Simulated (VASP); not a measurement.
## Pt: single point with r2SCAN

The system is Pt.

```
CELL_PARAMETERS angstrom
2.79699 0.00000 0.00000
-1.39850 2.42227 0.00000
0.00000 0.00000 4.85520
ATOMIC_POSITIONS crystal
Pt 0.33333 0.66667 0.25000
Pt 0.66667 0.33333 0.75000
```

This isn't the form of Pt at room conditions, which is fcc.

```json
{
 "Program": "VASP 6.6.1",
 "Task": "single point",
 "Functional": "r2SCAN",
 "Potentials or basis": "VASP PAW PBE potentials, release 64 (Pt_sv_GW)",
 "Cutoff": "550 eV",
 "k mesh": "11 × 11 × 6",
 "Occupations": "fermi-dirac, width 0.05 eV",
 "Spin": "no spin polarisation",
 "Dipole correction": "no",
 "Further INCAR settings": "ALGO = Normal; EDIFF = 1e-06; NBANDS = 25"
}
```

- Pressure: -16.2 GPa
- Band gap on the k mesh: zero (bands 18 and 19 overlap by 1.20 eV)

Stress tensor (GPa, compression positive):
```
-16.88   0.00   0.00
  0.00 -16.88   0.00
  0.00   0.00 -14.87
```

Levels at points of the mesh, in eV from the Fermi level:
```csv
k point,band 14,band 15,band 16,band 17,band 18,band 19,band 20,band 21,band 22,band 23
"(0.00, 0.00, 0.00)",-2.95,-2.95,-1.78,-1.78,-0.30,-0.26,-0.26,4.69,16.04,16.48
"(0.00, 0.00, 0.50)",-3.30,-3.30,-3.30,-0.81,-0.81,-0.81,-0.81,12.28,12.28,16.36
```

Run time: 72 s on 1 thread of Intel(R) Xeon(R) 6975P-C (Granite Rapids) (shared host), peak memory 0.2 GiB.

Caveat: the cell stands under tension; the PAW data sets were made with another functional, which shifts forces and pressure a little; spin-orbit coupling is left out, which moves the levels of the heavy elements.
